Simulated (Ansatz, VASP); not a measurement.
TiC: VASP beside Ansatz

```
Ti C
1.0
     1.56826   -2.35030    0.00000
     1.56826    2.35030    0.00000
     0.00000    0.00000    2.89301
Ti C
1 1
Cartesian
  1.5683 0.0000 0.0000
  0.0000 0.0000 1.4465
```

Alike in both runs: functional PBE; k mesh 22 × 22 × 20; occupations gaussian, width 0.1 eV; no spin polarisation.

Ansatz relaxed the structure, and its values are those at the end. VASP's run is a single point on that final structure, the one shown.

|  | VASP | Ansatz |
| --- | --- | --- |
| version | VASP 6.6.1 | Ansatz 0.2.0 |
| potentials or method | VASP PAW PBE potentials, release 64 (Ti_sv, C), cutoff 520 eV | scalar-relativistic, plane waves, PAW |
| valence electrons in the cell | 16 | 16 |

|  | VASP | Ansatz | Ansatz less VASP |
| --- | --- | --- | --- |
| gap on the k mesh at the Fermi level (eV) | none | none | - |
| pressure (GPa) | 0.0 | 0.0 | -0.05 |

A gap of «none» marks a metal or a gap that the smearing closes. The functional is the same, so the differences come from potentials, cutoffs and numerics.
